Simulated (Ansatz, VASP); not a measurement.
One calculation of Ta, two programs

Contents of INCAR:

```
SYSTEM = Ta
ALGO     = Normal         ! electronic algorithm
EDIFF    = 1E-6           ! SCF threshold, eV
ENCUT    = 520            ! plane-wave cutoff, eV
GGA      = PE             ! functional
ISIF     = 2              ! what is computed and relaxed
ISMEAR   = 0              ! smearing method
LASPH    = .True.         ! aspherical terms in the spheres
LCHARG   = .False.        ! write CHGCAR
LREAL    = .False.        ! projectors in reciprocal space
LWAVE    = .False.        ! write WAVECAR
NBANDS   = 12             ! bands
NELM     = 60             ! most SCF steps
PREC     = Accurate       ! precision mode
SIGMA    = 0.15           ! smearing width, eV
```

Contents of KPOINTS:

```
k-points
0
Gamma
  20 20 20
  0 0 0
```

File POSCAR:

```
Ta
1.0
   -1.6017416000      1.6017416000      1.7008184000
    1.6017416000     -1.6017416000      1.7008184000
    1.6017416000      1.6017416000     -1.7008184000
Ta
1
Direct
    0.0000000000      0.0000000000      0.0000000000
```

Input for Ansatz:

```yaml
crystal:
  lattice:
    - [-1.6017416, 1.6017416, 1.7008184]
    - [1.6017416, -1.6017416, 1.7008184]
    - [1.6017416, 1.6017416, -1.7008184]
  atoms:
    - { symbol: Ta, position: [0.0, 0.0, 0.0] }
basis:
  ecutwfc: 420
kpoints:
  mp_grid: { grid: [20, 20, 20] }
hamiltonian:
  xc: pbe
scf:
  occupations: { method: gaussian, width: 0.15 }
output:
  forces: true
  stress: true
  eigenvalues: true
```

Change from the starting cell: strain -0.030 along x and y, +0.030 along z, atoms carried along.

Alike in both runs: task single point; functional PBE; k mesh 20 × 20 × 20; occupations gaussian, width 0.15 eV; no spin polarisation.

|  | VASP | Ansatz |
| --- | --- | --- |
| version | VASP 6.6.1 | Ansatz 0.2.0 |
| potentials or method | VASP PAW PBE potentials, release 64 (Ta_pv), cutoff 520 eV | scalar-relativistic, plane waves, PAW |
| valence electrons in the cell | 11 | 13 |

|  | VASP | Ansatz | Ansatz less VASP |
| --- | --- | --- | --- |
| gap on the k mesh at the Fermi level (eV) | none | none | - |
| pressure (GPa) | 10.5 | 10.3 | -0.17 |
| traceless stress, the component that is largest in VASP (GPa) | -4.79 | -4.80 | -0.013 |

A gap of «none» marks a metal or a gap that the smearing closes. VASP's potentials hold 11 valence electrons a cell and Ansatz's 13, so a difference there can come from the potentials and not from the codes.

Neither program's run includes spin-orbit coupling.
